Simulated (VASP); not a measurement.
# PtSeS4 (F-43m) in VASP: a series of runs

Runs on PtSeS4. Level: PBE. Tasks: single point, relaxation of cell and atoms.

Everything below comes from runs of VASP 6.6.1. Logs are shortened: lines on timing, memory, paths and dates and some standing lists are left out, and cuts for length are marked.

## 1. The cell of the first run

Symmetry: F-43m, No. 216, cubic system. The conventional cell has a = 7.486 Å, b = 7.486 Å, c = 7.486 Å, α = 90.00°, β = 90.00°, γ = 90.00°. Pt (site symmetry -43m) has 12 S at 3.08 Å and 4 Se at 3.24 Å within 4.1 Å. Se (site symmetry -43m) has 12 S at 3.13 Å and 4 Pt at 3.24 Å within 4.1 Å. Within 3.2 Å of S (site symmetry 3m) lie 6 S at 2.39 to 2.90 Å and 3 Pt at 3.08 Å and 3 Se at 3.13 Å.

The cell was generated, and may not be a known phase.

## 2. Single point, PBE

File INCAR:

```
ALGO = Normal ; EDIFF = 1E-7
ENCUT = 520 ; GGA = PE
ISIF = 2 ; ISMEAR = 0
LASPH = T ; LCHARG = F
LREAL = F ; LWAVE = F
NBANDS = 29 ; NELM = 100
PREC = Accurate ; SIGMA = 0.1
```

File KPOINTS:

```
k-points
0
Gamma
  10 10 10
```

File POSCAR:

```
PtSeS4
1.0
    0.0000000000      3.7432287909      3.7432287909
    3.7432287909      0.0000000000      3.7432287909
    3.7432287909      3.7432287909      0.0000000000
Pt Se S
1 1 4
Direct
    0.0000000000      0.0000000000      0.0000000000
    0.2500000000      0.2500000000      0.2500000000
    0.6370856253      0.6370856253      0.0887431240
    0.6370856253      0.0887431240      0.6370856253
    0.0887431240      0.6370856253      0.6370856253
    0.6370856253      0.6370856253      0.6370856253
```

Potentials or basis: VASP PAW PBE potentials, release 64 (Pt, Se, S).

On the command line:

```console
$ cat potpaw_PBE.64/Pt/POTCAR potpaw_PBE.64/Se/POTCAR potpaw_PBE.64/S/POTCAR > POTCAR
$ mpirun -np 1 vasp_std > vasp.out
```

OUTCAR:

```text
EDIFF = 1E-7
   ENCUT = 520
   GGA = PE
   ISIF = 2
   ISMEAR = 0
   LASPH = T
   LREAL = F
   NELM = 100
   PREC = Accurate

 ion  position               nearest neighbor table
   1  0.000  0.000  0.000-   3 3.08   4 3.08   3 3.08   5 3.08   4 3.08   5 3.08   6 3.08   6 3.08
                             6 3.08   3 3.08   4 3.08   5 3.08
   2  0.250  0.250  0.250-
   3  0.637  0.637  0.089-   4 2.39   5 2.39   6 2.39   1 3.08   1 3.08   1 3.08
   4  0.637  0.089  0.637-   3 2.39   5 2.39   6 2.39   1 3.08   1 3.08   1 3.08
   5  0.089  0.637  0.637-   3 2.39   4 2.39   6 2.39   1 3.08   1 3.08   1 3.08
   6  0.637  0.637  0.637-   3 2.39   4 2.39   5 2.39   1 3.08   1 3.08   1 3.08

  LATTYP: Found a face centered cubic cell.
 ALAT       =     7.4864575818

  Lattice vectors:

 A1 = (   0.0000000000,   3.7432287909,   3.7432287909)
 A2 = (   3.7432287909,   0.0000000000,   3.7432287909)
 A3 = (   3.7432287909,   3.7432287909,   0.0000000000)

Analysis of symmetry for initial positions (statically):
=====================================================================
 Subroutine PRICEL returns:
 Original cell was already a primitive cell.

 Routine SETGRP: Setting up the symmetry group for a
 face centered cubic supercell.

 Subroutine GETGRP returns: Found 24 space group operations
 (whereof 24 operations were pure point group operations)
 out of a pool of 48 trial point group operations.

The static configuration has the point symmetry T_d .

Analysis of symmetry for dynamics (positions and initial velocities):
=====================================================================
 Subroutine PRICEL returns:
 Original cell was already a primitive cell.

 Routine SETGRP: Setting up the symmetry group for a
 face centered cubic supercell.

 Subroutine GETGRP returns: Found 24 space group operations
 (whereof 24 operations were pure point group operations)
 out of a pool of 48 trial point group operations.

The dynamic configuration has the point symmetry T_d .

 Subroutine INISYM returns: Found 24 space group operations
 (whereof 24 operations are pure point group operations),
 and found     1 'primitive' translations

----------------------------------------------------------------------------------------

                                     Primitive cell

  volume of cell :     104.8985

  direct lattice vectors                    reciprocal lattice vectors
     0.000000000  3.743228791  3.743228791    -0.133574523  0.133574523  0.133574523
     3.743228791  0.000000000  3.743228791     0.133574523 -0.133574523  0.133574523
     3.743228791  3.743228791  0.000000000     0.133574523  0.133574523 -0.133574523

  length of vectors
     5.293724923  5.293724923  5.293724923     0.231357860  0.231357860  0.231357860

  position of ions in fractional coordinates (direct lattice)
     0.000000000  0.000000000  0.000000000
     0.250000000  0.250000000  0.250000000
     0.637085625  0.637085625  0.088743124
     0.637085625  0.088743124  0.637085625
     0.088743124  0.637085625  0.637085625
     0.637085625  0.637085625  0.637085625

  ion indices of the primitive-cell ions
   primitive index   ion index
                 1           1
                 2           2
                 3           3
                 4           4
                 5           5
                 6           6

----------------------------------------------------------------------------------------

 KPOINTS: k-points

Automatic generation of k-mesh.
 Grid dimensions read from file:
 generate k-points for:   10   10   10

 Generating k-lattice:

  Cartesian coordinates                     Fractional coordinates (reciprocal lattice)
    -0.013357452  0.013357452  0.013357452     0.100000000  0.000000000  0.000000000
     0.013357452 -0.013357452  0.013357452     0.000000000  0.100000000  0.000000000
     0.013357452  0.013357452 -0.013357452     0.000000000  0.000000000  0.100000000

  Length of vectors
     0.023135786  0.023135786  0.023135786

  Shift w.r.t. Gamma in fractional coordinates (k-lattice)
     0.000000000  0.000000000  0.000000000

 Subroutine IBZKPT returns following result:
 ===========================================

 Found     47 irreducible k-points:

 Following reciprocal coordinates:
            Coordinates               Weight
  0.000000  0.000000  0.000000      1.000000
  0.100000  0.000000  0.000000      8.000000
  0.200000  0.000000  0.000000      8.000000
  0.300000  0.000000  0.000000      8.000000
  0.400000  0.000000  0.000000      8.000000
  0.500000  0.000000  0.000000      4.000000
[... 16 lines left out ...]
  0.300000  0.300000  0.000000      6.000000
  0.400000  0.300000  0.000000     24.000000
 [... further k-points ...]
   k-points           NKPTS =     47   k-points in BZ     NKDIM =     47   number of bands    NBANDS=     29
   number of dos      NEDOS =    301   number of ions     NIONS =      6
   total plane-waves  NPLWV =  64000
   dimension x,y,z NGX =    40 NGY =   40 NGZ =   40
   dimension x,y,z NGXF=    80 NGYF=   80 NGZF=   80
   ions per type =               1   1   4
   NGX,Y,Z   is equivalent  to a cutoff of  12.56, 12.56, 12.56 a.u.
   NGXF,Y,Z  is equivalent  to a cutoff of  25.12, 25.12, 25.12 a.u.
 SYSTEM =  unknown system
   PREC   = accura    normal or accurate (medium, high low for compatibility)
   ISTART =      0    job   : 0-new  1-cont  2-samecut
   ICHARG =      2    charge: 1-file 2-atom 10-const
   ISPIN  =      1    spin polarized calculation?
   LNONCOLLINEAR =      F non collinear calculations
   LSORBIT =      F    spin-orbit coupling
   LASPH  =      T    aspherical Exc in radial PAW
   ENCUT  =  520.0 eV  38.22 Ry    6.18 a.u.   9.84  9.84  9.84*2*pi/ulx,y,z
   NELM   =    100;   NELMIN=  2; NELMDL= -5     # of ELM steps
   EDIFF  = 0.1E-06   stopping-criterion for ELM
   LREAL  =      F    real-space projection
   EDIFFG = 0.1E-05   stopping-criterion for IOM
   NSW    =      0    number of steps for IOM
   IBRION =     -1    ionic relax: 0-MD 1-quasi-New 2-CG
   NFREE  =      0    steps in history (QN), initial steepest desc. (CG)
   ISIF   =      2    stress and relaxation
   ISYM   =      2    0-nonsym 1-usesym 2-fastsym
   POTIM  = 0.5000    time-step for ionic-motion
   TEBEG  =    0.0;   TEEND  =   0.0 temperature during run
   PSTRESS=    0.0 pullay stress
   NELECT =      40.0000    total number of electrons
   NUPDOWN=      -1.0000    fix difference up-down
   EMIN   =  10.00;   EMAX   =-10.00  energy-range for DOS
   EFERMI =   0.00;   METHOD = LEGACY
   ISMEAR =     0;   SIGMA  =   0.10  broadening in eV -4-tet -1-fermi 0-gaus
   EFERMI_NEDOS =   21; number of points for ismear=-14 and -15
   IALGO  =     38    algorithm
   IMIX   =      4    mixing-type and parameters
     AMIX     =   0.40;   BMIX     =  1.00
     AMIX_MAG =   1.60;   BMIX_MAG =  1.00
  volume/ion in A,a.u.               =      17.48       117.98
  Fermi-wavevector in a.u.,A,eV,Ry     =   1.187149  2.243386 19.174991  1.409322
  Thomas-Fermi vector in A             =   2.323306
   LORBIT       =      0    0 simple, 1 ext, 2 COOP (PROOUT), +10 PAW based schemes
   GGA     = PE    functional components
   LHFCALC =     F    Hartree Fock is set to
   AEXX    =    0.0000 exact exchange contribution
   IVDW    =     0    specifies the selected vdW correction
   LEPSILON=     F    determine dielectric tensor
   LRPA    =     F    only Hartree local field effects (RPA)
 non-spin polarized calculation
 Gauss-broadening in eV      SIGMA  =   0.10
  energy-cutoff  :      520.00
  volume of cell :      104.90
 maximum number of plane-waves:      2842
   NGX = 19   NGY = 19   NGZ = 19

 number of electron      40.0000003 magnetization

 Free energy of the ion-electron system (eV)
  ---------------------------------------------------
  ext. energy  EPLUGINS =         0.00000000
  ---------------------------------------------------
  free energy    TOTEN  =       -18.68606472 eV

  energy without entropy =      -18.65264594  energy(sigma->0) =      -18.66935533

 E-fermi :   7.1117     XC(G=0): -11.0635

 val. band max:        7.1088490214   @ k =  -0.3000   0.4000   0.2000
 cond. band min:       7.1163179897   @ k =  -0.3000   0.5000   0.2000
 fundamental gap:      0.0074689683
 Fermi energy:         7.1117200974

 k-point     1 :       0.0000    0.0000    0.0000
  band No.  band energies     occupation
      1     -10.3518      2.00000
      2      -5.3573      2.00000
      3      -5.0552      2.00000
      4      -5.0552      2.00000
      5      -5.0552      2.00000
      6      -1.2141      2.00000
[... 21 lines left out ...]
     28      14.1790      0.00000
     29      14.1790      0.00000

 k-point     2 :       0.1000    0.0000    0.0000
  band No.  band energies     occupation
      1     -10.3111      2.00000
      2      -5.6313      2.00000
      3      -5.0682      2.00000
      4      -5.0682      2.00000
      5      -4.9426      2.00000
      6      -1.1074      2.00000
[... 21 lines left out ...]
     28      14.0747      0.00000
     29      14.0747      0.00000

 k-point     3 :       0.2000    0.0000    0.0000
  band No.  band energies     occupation
      1     -10.1965      2.00000
      2      -6.1061      2.00000
      3      -5.1015      2.00000
      4      -5.1015      2.00000
      5      -4.8704      2.00000
      6      -0.8663      2.00000
[... 21 lines left out ...]
     28      13.8716      0.00000
     29      13.8716      0.00000

 k-point     4 :       0.3000    0.0000    0.0000
  band No.  band energies     occupation
      1     -10.0346      2.00000
      2      -6.5882      2.00000
      3      -5.1414      2.00000
      4      -5.1414      2.00000
      5      -4.8630      2.00000
      6      -0.6540      2.00000
[... 597 lines left out ...]
     28      13.4121      0.00000
     29      13.8159      0.00000

 k-point    23 :       0.3000    0.3000    0.0000
  band No.  band energies     occupation
      1      -9.9324      2.00000
      2      -6.5166      2.00000
      3      -5.2977      2.00000
      4      -5.2642      2.00000
      5      -5.2642      2.00000
      6       0.0568      2.00000
[... 21 lines left out ...]
     28      13.3611      0.00000
     29      13.3611      0.00000

 k-point    24 :       0.4000    0.3000    0.0000
  band No.  band energies     occupation
      1      -9.8128      2.00000
      2      -6.7048      2.00000
      3      -5.6207      2.00000
      4      -5.2977      2.00000
      5      -5.1113      2.00000
      6       0.2407      2.00000
[... 21 lines left out ...]
     28      13.3011      0.00000
     29      13.6344      0.00000

 [... further k-points ...]
[... 5 lines left out ...]
  --------------------------------------------------------------------------------------
  -------------------------------------------------------------------------------------
  Total       -0.1305532     -0.1305532     -0.1305532     -0.0000000      0.0000000      0.0000000
  in kB       -1.9940180     -1.9940180     -1.9940180     -0.0000000      0.0000000      0.0000000
  external PRESSURE =      -1.9940180 kB  Pullay stress =       0.0000000 kB

 VOLUME and BASIS-vectors are now :
 -----------------------------------------------------------------------------
  energy-cutoff  :      520.00
  volume of cell :      104.90
      direct lattice vectors                 reciprocal lattice vectors
     0.000000000  3.743228791  3.743228791    -0.133574523  0.133574523  0.133574523
     3.743228791  0.000000000  3.743228791     0.133574523 -0.133574523  0.133574523
     3.743228791  3.743228791  0.000000000     0.133574523  0.133574523 -0.133574523

 POSITION                                       TOTAL-FORCE (eV/Angst)
 -----------------------------------------------------------------------------------
      0.00000      0.00000      0.00000         0.000000      0.000000      0.000000
      1.87161      1.87161      1.87161         0.000000      0.000000      0.000000
      2.71694      2.71694      4.76951        -0.031731     -0.031731      0.031731
      2.71694      4.76951      2.71694        -0.031731      0.031731     -0.031731
      4.76951      2.71694      2.71694         0.031731     -0.031731     -0.031731
      4.76951      4.76951      4.76951         0.031731      0.031731      0.031731
 -----------------------------------------------------------------------------------
    total drift:                                0.000000      0.000000      0.000000

  FREE ENERGIE OF THE ION-ELECTRON SYSTEM (eV)
  ---------------------------------------------------
  free  energy   TOTEN  =       -18.6860647177 eV

  energy  without entropy=      -18.6526459429  energy(sigma->0) =      -18.66935533
```

It took 1.7 min on 1 thread of Intel Xeon 6975P-C (Granite Rapids), shared host; peak memory 0.32 GiB.

Results:

```yaml
Free_energy: -18.6861 eV
Pressure: -0.2 GPa
Largest_force: 0.055 eV/Å
Band_gap_on_the_k_mesh: zero (bands 20 and 21 overlap by 0.66 eV)
```

Forces in eV/Å, atoms in the order of the input:
```
Pt   0.000  0.000  0.000
Se   0.000  0.000  0.000
S   -0.032 -0.032  0.032
S   -0.032  0.032 -0.032
S    0.032 -0.032 -0.032
S    0.032  0.032  0.032
```

Levels at points of the mesh, in eV from the Fermi level:
```csv
k point,band 16,band 17,band 18,band 19,band 20,band 21,band 22,band 23,band 24,band 25
"(0.00, 0.00, 0.00)",-0.82,-0.82,-0.75,-0.75,-0.62,1.21,1.21,1.21,2.43,2.43
"(0.50, 0.00, 0.00)",-1.19,-1.19,-0.91,-0.91,-0.70,0.26,0.26,1.28,1.52,2.55
"(0.50, 0.50, 0.00)",-1.86,-1.48,-1.48,-1.25,0.20,0.42,0.57,0.57,2.30,2.34
```

Caveat: spin-orbit coupling is left out, which moves the levels of the heavy elements.

[end of part 1 of 2]
